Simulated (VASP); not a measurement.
# Hg (Im-3m) in VASP: a series of runs

Hg is run at these levels: PBE; tasks: single point.

All numbers are computed with VASP 6.6.1; they aren't measurements. Logs are shortened: lines on timing, memory, paths and dates and some standing lists are left out, and cuts for length are marked.

**1. The cell of the first run**

Symmetry: Im-3m, No. 229, cubic system. The conventional cell has a = 3.521 Å, b = 3.521 Å, c = 3.521 Å, α = 90.00°, β = 90.00°, γ = 90.00°. Within 4.0 Å of Hg (site symmetry m-3m) lie 14 Hg at 3.05 to 3.52 Å.

**2. Single point, PBE (volume scaled by 0.75)**

Input file INCAR:

```
PREC     = Accurate       # precision mode
ENCUT    = 500            # plane-wave cutoff, eV
EDIFF    = 1E-6           # SCF threshold, eV
ISMEAR   = -1             # smearing method
SIGMA    = 0.1            # smearing width, eV
LREAL    = F              # projectors in reciprocal space
LASPH    = T              # aspherical terms in the spheres
NELM     = 120            # most SCF steps
ALGO     = Normal         # electronic algorithm
ISIF     = 2              # what is computed and relaxed
LWAVE    = F              # write WAVECAR
LCHARG   = F              # write CHGCAR
GGA      = PE             # functional
NBANDS   = 12             # bands
GGA_COMPAT= F
```

Input file KPOINTS:

```
regular mesh
0
Gamma
  14 14 14
```

Input file POSCAR:

```
Hg
1.0
   -1.7605910118      1.7605910118      1.7605910118
    1.7605910118     -1.7605910118      1.7605910118
    1.7605910118      1.7605910118     -1.7605910118
Hg
1
Direct
    0.0000000000      0.0000000000      0.0000000000
```

Potentials or basis: VASP PAW PBE potentials, release 64 (Hg).

Command:

```console
> cat potpaw_PBE.64/Hg/POTCAR > POTCAR
> mpirun -np 1 vasp_std > vasp.out
```

OUTCAR:

```text
PREC = Accurate
   ENCUT = 500
   EDIFF = 1E-6
   ISMEAR = -1
   LREAL = F
   LASPH = T
   NELM = 120
   ISIF = 2
   GGA = PE

 ion  position               nearest neighbor table
   1  0.000  0.000  0.000-

  LATTYP: Found a body centered cubic cell.
 ALAT       =     3.5211820236

  Lattice vectors:

 A1 = (  -1.7605910118,   1.7605910118,   1.7605910118)
 A2 = (   1.7605910118,  -1.7605910118,   1.7605910118)
 A3 = (   1.7605910118,   1.7605910118,  -1.7605910118)

Analysis of symmetry for initial positions (statically):
=====================================================================
 Subroutine PRICEL returns:
 Original cell was already a primitive cell.

 Routine SETGRP: Setting up the symmetry group for a
 body centered cubic supercell.

 Subroutine GETGRP returns: Found 48 space group operations
 (whereof 48 operations were pure point group operations)
 out of a pool of 48 trial point group operations.

The static configuration has the point symmetry O_h .

Analysis of symmetry for dynamics (positions and initial velocities):
=====================================================================
 Subroutine PRICEL returns:
 Original cell was already a primitive cell.

 Routine SETGRP: Setting up the symmetry group for a
 body centered cubic supercell.

 Subroutine GETGRP returns: Found 48 space group operations
 (whereof 48 operations were pure point group operations)
 out of a pool of 48 trial point group operations.

The dynamic configuration has the point symmetry O_h .

 Subroutine INISYM returns: Found 48 space group operations
 (whereof 48 operations are pure point group operations),
 and found     1 'primitive' translations

----------------------------------------------------------------------------------------

                                     Primitive cell

  volume of cell :      21.8291

  direct lattice vectors                    reciprocal lattice vectors
    -1.760591012  1.760591012  1.760591012     0.000000000  0.283995543  0.283995543
     1.760591012 -1.760591012  1.760591012     0.283995543  0.000000000  0.283995543
     1.760591012  1.760591012 -1.760591012     0.283995543  0.283995543  0.000000000

  length of vectors
     3.049433084  3.049433084  3.049433084     0.401630348  0.401630348  0.401630348

  position of ions in fractional coordinates (direct lattice)
     0.000000000  0.000000000  0.000000000

  ion indices of the primitive-cell ions
   primitive index   ion index
                 1           1

----------------------------------------------------------------------------------------

 KPOINTS: regular mesh

Automatic generation of k-mesh.
 Grid dimensions read from file:
 generate k-points for:   14   14   14

 Generating k-lattice:

  Cartesian coordinates                     Fractional coordinates (reciprocal lattice)
     0.000000000  0.020285396  0.020285396     0.071428571  0.000000000  0.000000000
     0.020285396  0.000000000  0.020285396     0.000000000  0.071428571  0.000000000
     0.020285396  0.020285396  0.000000000     0.000000000  0.000000000  0.071428571

  Length of vectors
     0.028687882  0.028687882  0.028687882

  Shift w.r.t. Gamma in fractional coordinates (k-lattice)
     0.000000000  0.000000000  0.000000000

 Subroutine IBZKPT returns following result:
 ===========================================

 Found    104 irreducible k-points:

 Following reciprocal coordinates:
            Coordinates               Weight
  0.000000  0.000000  0.000000      1.000000
  0.071429  0.000000  0.000000     12.000000
  0.142857  0.000000  0.000000     12.000000
  0.214286  0.000000  0.000000     12.000000
  0.285714  0.000000  0.000000     12.000000
  0.357143  0.000000  0.000000     12.000000
[... 16 lines left out ...]
  0.285714  0.285714  0.000000     24.000000
  0.357143  0.285714 -0.000000     24.000000
 [... further k-points ...]
   k-points           NKPTS =    104   k-points in BZ     NKDIM =    104   number of bands    NBANDS=     12
   number of dos      NEDOS =    301   number of ions     NIONS =      1
   total plane-waves  NPLWV =  13824
   dimension x,y,z NGX =    24 NGY =   24 NGZ =   24
   dimension x,y,z NGXF=    48 NGYF=   48 NGZF=   48
   ions per type =               1
   NGX,Y,Z   is equivalent  to a cutoff of  13.08, 13.08, 13.08 a.u.
   NGXF,Y,Z  is equivalent  to a cutoff of  26.17, 26.17, 26.17 a.u.
 SYSTEM =  unknown system
   PREC   = accura    normal or accurate (medium, high low for compatibility)
   ISTART =      0    job   : 0-new  1-cont  2-samecut
   ICHARG =      2    charge: 1-file 2-atom 10-const
   ISPIN  =      1    spin polarized calculation?
   LNONCOLLINEAR =      F non collinear calculations
   LSORBIT =      F    spin-orbit coupling
   LASPH  =      T    aspherical Exc in radial PAW
   ENCUT  =  500.0 eV  36.75 Ry    6.06 a.u.   5.56  5.56  5.56*2*pi/ulx,y,z
   NELM   =    120;   NELMIN=  2; NELMDL= -5     # of ELM steps
   EDIFF  = 0.1E-05   stopping-criterion for ELM
   LREAL  =      F    real-space projection
   EDIFFG = 0.1E-04   stopping-criterion for IOM
   NSW    =      0    number of steps for IOM
   IBRION =     -1    ionic relax: 0-MD 1-quasi-New 2-CG
   NFREE  =      0    steps in history (QN), initial steepest desc. (CG)
   ISIF   =      2    stress and relaxation
   ISYM   =      2    0-nonsym 1-usesym 2-fastsym
   POTIM  = 0.5000    time-step for ionic-motion
   TEBEG  =    0.0;   TEEND  =   0.0 temperature during run
   PSTRESS=    0.0 pullay stress
   NELECT =      12.0000    total number of electrons
   NUPDOWN=      -1.0000    fix difference up-down
   EMIN   =  10.00;   EMAX   =-10.00  energy-range for DOS
   EFERMI =   0.00;   METHOD = LEGACY
   ISMEAR =    -1;   SIGMA  =   0.10  broadening in eV -4-tet -1-fermi 0-gaus
   EFERMI_NEDOS =   21; number of points for ismear=-14 and -15
   IALGO  =     38    algorithm
   IMIX   =      4    mixing-type and parameters
     AMIX     =   0.40;   BMIX     =  1.00
     AMIX_MAG =   1.60;   BMIX_MAG =  1.00
  volume/ion in A,a.u.               =      21.83       147.31
  Fermi-wavevector in a.u.,A,eV,Ry     =   1.341086  2.534286 24.470252  1.798513
  Thomas-Fermi vector in A             =   2.469348
   LORBIT       =      0    0 simple, 1 ext, 2 COOP (PROOUT), +10 PAW based schemes
   GGA     = PE    functional components
   LHFCALC =     F    Hartree Fock is set to
   AEXX    =    0.0000 exact exchange contribution
   IVDW    =     0    specifies the selected vdW correction
   LEPSILON=     F    determine dielectric tensor
   LRPA    =     F    only Hartree local field effects (RPA)
 non-spin polarized calculation
  energy-cutoff  :      500.00
  volume of cell :       21.83
 maximum number of plane-waves:       586
 NGX is ok and might be reduce to    24
   NGX = 11   NGY = 11   NGZ = 11

 number of electron      12.0000001 magnetization

 Free energy of the ion-electron system (eV)
  ---------------------------------------------------
  ext. energy  EPLUGINS =         0.00000000
  ---------------------------------------------------
  free energy    TOTEN  =        -0.01576590 eV

  energy without entropy =       -0.00615362  energy(sigma->0) =       -0.01095976

 E-fermi :   3.4096     XC(G=0): -11.2992

 val. band max:        3.3117233183   @ k =   0.4286   0.0714   0.0000
 cond. band min:       3.4741015981   @ k =  -0.4286   0.5000   0.2857
 fundamental gap:      0.1623782798
 Fermi energy:         3.4096210107

 k-point     1 :       0.0000    0.0000    0.0000
  band No.  band energies     occupation
      1      -6.3011      2.00000
      2      -3.9970      2.00000
      3      -3.9970      2.00000
      4      -3.9970      2.00000
      5      -2.9545      2.00000
      6      -2.9545      2.00000
      7      18.8406      0.00000
      8      18.8406      0.00000
      9      18.8406      0.00000
     10      20.8559      0.00000
     11      20.8559      0.00000
     12      20.8559      0.00000

 k-point     2 :       0.0714    0.0000    0.0000
  band No.  band energies     occupation
      1      -6.1534      2.00000
      2      -4.0253      2.00000
      3      -3.9867      2.00000
      4      -3.9210      2.00000
      5      -2.9852      2.00000
      6      -2.9530      2.00000
      7      18.1586      0.00000
      8      18.7006      0.00000
      9      18.9021      0.00000
     10      19.7345      0.00000
     11      20.2089      0.00000
     12      20.2910      0.00000

 k-point     3 :       0.1429    0.0000    0.0000
  band No.  band energies     occupation
      1      -5.7381      2.00000
      2      -4.1037      2.00000
      3      -3.9414      2.00000
      4      -3.7020      2.00000
      5      -3.0535      2.00000
      6      -2.9478      2.00000
      7      15.6076      0.00000
      8      17.7615      0.00000
      9      18.7934      0.00000
     10      19.0657      0.00000
     11      19.1700      0.00000
     12      20.3255      0.00000

 k-point     4 :       0.2143    0.0000    0.0000
  band No.  band energies     occupation
      1      -5.2052      2.00000
      2      -4.2147      2.00000
      3      -3.7394      2.00000
      4      -3.3684      2.00000
      5      -3.1062      2.00000
      6      -2.9382      2.00000
      7      12.6123      0.00000
      8      16.4898      0.00000
      9      17.1996      0.00000
     10      18.9911      0.00000
     11      19.2797      0.00000
     12      21.1491      0.00000

 k-point     5 :       0.2857    0.0000    0.0000
  band No.  band energies     occupation
      1      -4.9248      2.00000
      2      -4.3350      2.00000
      3      -3.1159      2.00000
      4      -3.0110      2.00000
      5      -2.9702      2.00000
      6      -2.9246      2.00000
      7       9.6808      0.00000
      8      15.3708      0.00000
      9      15.7077      0.00000
     10      18.9449      0.00000
     11      19.4881      0.00000
     12      22.3850      0.00000
[... 228 lines left out ...]
      1      -4.6358      2.00000
      2      -4.1900      2.00000
      3      -3.4506      2.00000
      4      -3.0694      2.00000
      5      -2.7626      2.00000
      6       0.4505      2.00000
      7       6.1403      0.00000
      8       9.2019      0.00000
      9      14.0908      0.00000
     10      20.1833      0.00000
     11      22.1065      0.00000
     12      25.0025      0.00000

 k-point    22 :       0.3571    0.2143    0.0000
  band No.  band energies     occupation
      1      -4.6656      2.00000
      2      -4.2273      2.00000
      3      -3.3607      2.00000
      4      -3.0178      2.00000
      5      -2.6728      2.00000
      6       2.0559      2.00000
      7       4.1761      0.00094
      8       8.6373      0.00000
      9      13.8365      0.00000
     10      20.3160      0.00000
     11      22.5828      0.00000
     12      24.5430      0.00000

 k-point    23 :       0.2857    0.2857    0.0000
  band No.  band energies     occupation
      1      -4.6141      2.00000
      2      -4.0411      2.00000
      3      -3.5730      2.00000
      4      -2.9893      2.00000
      5      -2.7630      2.00000
      6       1.9013      2.00000
      7       5.3051      0.00000
      8       7.3615      0.00000
      9      13.8722      0.00000
     10      20.7037      0.00000
     11      21.9901      0.00000
     12      25.0081      0.00000

 k-point    24 :       0.3571    0.2857   -0.0000
  band No.  band energies     occupation
      1      -4.6106      2.00000
      2      -3.9692      2.00000
      3      -3.6358      2.00000
      4      -2.9285      2.00000
      5      -2.7825      2.00000
      6       2.8448      1.99298
      7       4.6973      0.00001
      8       6.6020      0.00000
      9      13.7987      0.00000
     10      20.9997      0.00000
     11      21.9197      0.00000
     12      24.5631      0.00000

 [... further k-points ...]
[... 5 lines left out ...]
  --------------------------------------------------------------------------------------
  -------------------------------------------------------------------------------------
  Total        1.4659554      1.4659554      1.4659554     -0.0000000     -0.0000000      0.0000000
  in kB      107.5959486    107.5959486    107.5959486     -0.0000000     -0.0000000      0.0000000
  external PRESSURE =     107.5959486 kB  Pullay stress =       0.0000000 kB

 VOLUME and BASIS-vectors are now :
 -----------------------------------------------------------------------------
  energy-cutoff  :      500.00
  volume of cell :       21.83
      direct lattice vectors                 reciprocal lattice vectors
    -1.760591012  1.760591012  1.760591012     0.000000000  0.283995543  0.283995543
     1.760591012 -1.760591012  1.760591012     0.283995543  0.000000000  0.283995543
     1.760591012  1.760591012 -1.760591012     0.283995543  0.283995543  0.000000000

 POSITION                                       TOTAL-FORCE (eV/Angst)
 -----------------------------------------------------------------------------------
      0.00000      0.00000      0.00000         0.000000     -0.000000      0.000000
 -----------------------------------------------------------------------------------
    total drift:                               -0.000000      0.000000      0.000000

  FREE ENERGIE OF THE ION-ELECTRON SYSTEM (eV)
  ---------------------------------------------------
  free  energy   TOTEN  =        -0.0157658993 eV

  energy  without entropy=       -0.0061536157  energy(sigma->0) =       -0.01095976
```

It took 14 s on 1 thread of Intel Xeon Platinum 8488C (Sapphire Rapids), shared host; peak memory 0.15 GiB.

Results:

```yaml
Free_energy: -0.0158 eV
Pressure: 10.8 GPa
Band_gap_on_the_k_mesh: zero (band 6 reaches 7.31 eV, above the bottom of band 7 at 2.40 eV)
```

Caveat: spin-orbit coupling is left out, which moves the levels of the heavy elements.

**3. Single point, PBE (volume scaled by 0.85)**

Input file INCAR:

```
SYSTEM = Hg
PREC = Accurate ; ENCUT = 500
EDIFF = 1E-6 ; ISMEAR = -1
SIGMA = 0.1 ; LREAL = .FALSE.
LASPH = .TRUE. ; NELM = 120
ALGO = Normal ; ISIF = 2
LWAVE = .FALSE. ; LCHARG = .FALSE.
GGA = PE ; NBANDS = 12
GGA_COMPAT = .FALSE.
```

Input file KPOINTS:

```
Automatic mesh
0
G
  14 14 14
  0 0 0
```

Input file POSCAR:

```
Hg
1.0
   -1.8355985296      1.8355985296      1.8355985296
    1.8355985296     -1.8355985296      1.8355985296
    1.8355985296      1.8355985296     -1.8355985296
Hg
1
Direct
    0.0000000000      0.0000000000      0.0000000000
```

Potentials or basis: VASP PAW PBE potentials, release 64 (Hg).

Command:

```console
> cat potpaw_PBE.64/Hg/POTCAR > POTCAR
> mpirun -np 1 vasp_std > vasp.out
```

It took 12 s on 1 thread of Intel Xeon Platinum 8488C (Sapphire Rapids), shared host; peak memory 0.14 GiB.

The run converged. Its results:

| Quantity | Value |
| --- | --- |
| Free energy | -0.1397 eV |
| Pressure | 3.7 GPa |
| Band gap on the k mesh | zero (band 6 reaches 5.29 eV, above the bottom of band 7 at 1.21 eV) |

Levels at points of the mesh, in eV from the Fermi level:
```tsv
k point	band 4	band 5	band 6	band 7	band 8	band 9
(0.00, 0.00, 0.00)	-6.86	-6.04	-6.04	15.14	15.14	15.14
(0.50, 0.00, 0.00)	-6.00	-5.45	-1.24	-1.07	9.35	10.12
(0.50, 0.50, 0.50)	-5.59	-5.59	3.01	3.94	3.94	3.94
```

Caveat: spin-orbit coupling is left out, which moves the levels of the heavy elements.

**4. Single point, PBE (volume scaled by 0.95)**

Input file INCAR:

```
ALGO     = Normal         # electronic algorithm
EDIFF    = 1E-6           # SCF threshold, eV
ENCUT    = 500            # plane-wave cutoff, eV
GGA      = PE             # functional
GGA_COMPAT= False        
ISIF     = 2              # what is computed and relaxed
ISMEAR   = -1             # smearing method
LASPH    = True           # aspherical terms in the spheres
LCHARG   = False          # write CHGCAR
LREAL    = False          # projectors in reciprocal space
LWAVE    = False          # write WAVECAR
NBANDS   = 12             # bands
NELM     = 120            # most SCF steps
PREC     = Accurate       # precision mode
SIGMA    = 0.1            # smearing width, eV
```

Input file KPOINTS:

```
k-points
0
Gamma
  14 14 14
```

Input file POSCAR:

```
Hg
1.0
   -1.9049310510      1.9049310510      1.9049310510
    1.9049310510     -1.9049310510      1.9049310510
    1.9049310510      1.9049310510     -1.9049310510
Hg
1
Direct
    0.0000000000      0.0000000000      0.0000000000
```

Command:

```console
> cat potpaw_PBE.64/Hg/POTCAR > POTCAR
> mpirun -np 1 vasp_std > vasp.out
```

Wall time 12 s (1 thread of Intel Xeon Platinum 8488C (Sapphire Rapids), shared host); peak memory 0.16 GiB.

Results (log left out):

| Property | Result |
| --- | --- |
| Free energy | -0.1790 eV |
| Pressure | 0.9 GPa |
| Band gap on the k mesh | zero (band 6 reaches 3.72 eV, above the bottom of band 7 at 0.85 eV) |

Levels at points of the mesh, in eV from the Fermi level:
```csv
k point,band 2,band 3,band 4,band 5,band 6,band 7,band 8,band 9,band 10,band 11
"(0.00, 0.00, 0.00)",-6.55,-6.55,-6.55,-5.90,-5.90,14.33,14.33,14.33,14.74,14.74
"(0.50, 0.00, 0.00)",-6.88,-5.95,-5.87,-5.43,-1.50,-0.66,8.71,9.72,13.30,14.31
"(0.50, 0.50, 0.50)",-7.04,-5.54,-5.54,-5.54,2.20,3.87,3.87,3.87,9.42,9.42
```

Caveat: spin-orbit coupling is left out, which moves the levels of the heavy elements.

**5. Single point, PBE (volume scaled by 0.95)**

Input file INCAR:

```
SYSTEM = Hg
  PREC = Accurate
  ENCUT = 500
  EDIFF = 1E-6
  ISMEAR = -1
  SIGMA = 0.1
  LREAL = .FALSE.
  LASPH = .TRUE.
  NELM = 120
  ALGO = Normal
  ISIF = 2
  LWAVE = .FALSE.
  LCHARG = .FALSE.
  GGA = PE
  NBANDS = 12
  GGA_COMPAT = .FALSE.
```

Input file KPOINTS:

```
Automatic mesh
0
G
  14 14 14
  0 0 0
```

POSCAR is that of step 4.

Command:

```console
> cat potpaw_PBE.64/Hg/POTCAR > POTCAR
> mpirun -np 1 vasp_std > vasp.out
```

It took 12 s on 1 thread of Intel Xeon Platinum 8488C (Sapphire Rapids), shared host; peak memory 0.15 GiB.

The run converged. Its results:

- Free energy: -0.1790 eV
- Pressure: 0.9 GPa
- Band gap on the k mesh: zero (band 6 reaches 3.72 eV, above the bottom of band 7 at 0.85 eV)

Levels at points of the mesh, in eV from the Fermi level:
| k point | band 4 | band 5 | band 6 | band 7 | band 8 | band 9 |
| --- | --- | --- | --- | --- | --- | --- |
| (0.00, 0.00, 0.00) | -6.55 | -5.90 | -5.90 | 14.33 | 14.33 | 14.33 |
| (0.50, 0.00, 0.00) | -5.87 | -5.43 | -1.50 | -0.66 | 8.71 | 9.72 |
| (0.50, 0.50, 0.50) | -5.54 | -5.54 | 2.20 | 3.87 | 3.87 | 3.87 |

Caveat: spin-orbit coupling is left out, which moves the levels of the heavy elements.

**6. The runs side by side**

```tsv
cell	gap on the mesh (eV)	pressure (GPa)
a = 3.049 Å, angles 109.5°, 1 atom	none	10.8
a = 3.179 Å, angles 109.5°, 1 atom	none	3.7
a = 3.299 Å, angles 109.5°, 1 atom	none	0.9
```

Alike in all rows: task single point; level PBE; potentials or basis VASP PAW PBE potentials, release 64 (Hg); no spin polarisation; k mesh 14 × 14 × 14; cutoff (eV) 500; smearing fermi-dirac 0.1 eV.

Caveats: spin-orbit coupling is left out, which moves the levels of the heavy elements.

Total energies depend on the potentials used, so only differences within one code and one set of settings carry meaning.
